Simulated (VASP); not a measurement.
Write the native input for VASP 6.6.1 that does the following.

| Item | Value |
| --- | --- |
| Task | relaxation of cell and atoms |
| Functional | PBE |
| Potentials or basis | VASP PAW PBE potentials, release 64 (Ga_d, Sb, As) |
| Cutoff | 600 eV |
| k mesh | 4 × 4 × 4 |
| Occupations | gaussian, width 0.1 eV |
| Spin | no spin polarisation |
| Dipole correction | no |
| Further INCAR settings | ALGO = Normal; EDIFF = 1e-07; IBRION = 2; EDIFFG = -0.04; NSW = 90; ISIF = 3 |

The structure of Ga4Sb3As lies in POSCAR:

```
Ga4Sb3As
1.0
    5.7322454400      0.0000000000      0.0000000000
    0.0000000000      5.7322454400      0.0000000000
    0.0000000000      0.0000000000      5.7322454400
Ga Sb As
4 3 1
Direct
    0.7500000000      0.7500000000      0.7500000000
    0.7500000000      0.2500000000      0.2500000000
    0.2500000000      0.7500000000      0.2500000000
    0.2500000000      0.2500000000      0.7500000000
    0.5000000000      0.5000000000      0.0000000000
    0.5000000000      0.0000000000      0.5000000000
    0.0000000000      0.5000000000      0.5000000000
    0.0000000000      0.0000000000      0.0000000000
```

One way to write it, as run:

INCAR

```
SYSTEM = Ga4Sb3As
  PREC = Accurate
  ENCUT = 600
  EDIFF = 1E-7
  ISMEAR = 0
  SIGMA = 0.1
  LREAL = .FALSE.
  LASPH = .TRUE.
  NELM = 80
  ALGO = Normal
  ISIF = 3
  LWAVE = .FALSE.
  LCHARG = .FALSE.
  GGA = PE
  IBRION = 2
  NSW = 90
  EDIFFG = -0.04
```

KPOINTS

```
regular mesh
0
G
  4 4 4
  0 0 0
```

Potentials or basis: VASP PAW PBE potentials, release 64 (Ga_d, Sb, As).

Launch:

```console
$ cat potpaw_PBE.64/Ga_d/POTCAR potpaw_PBE.64/Sb/POTCAR potpaw_PBE.64/As/POTCAR > POTCAR
$ mpirun -np 1 vasp_std > vasp.out
```

It gave:

```json
{
  "Relaxed volume": "28.47 Å³/atom",
  "Relaxed cell": "a = 6.107 Å, b = 6.107 Å, c = 6.107 Å, α = 90.00°, β = 90.00°, γ = 90.00°",
  "Space group after relaxing (to 0.1 Å)": "P-43m (No. 215)",
  "Energy gained by relaxing": "212.6 meV/atom",
  "Ionic steps": "6",
  "Pressure after relaxing": "0.0 GPa",
  "Band gap on the k mesh": "zero (bands 36 and 37 overlap by 0.19 eV)"
}
```

Caveat: the volume moved by over 15 % at a fixed basis, so the end points are rough; semilocal functionals underestimate gaps, and a narrow one can read as zero; spin-orbit coupling is left out, which moves the levels of the heavy elements.

Run time: 16 min on 1 thread of Intel Xeon 8259CL, on a shared host, peak memory 0.4 GiB.
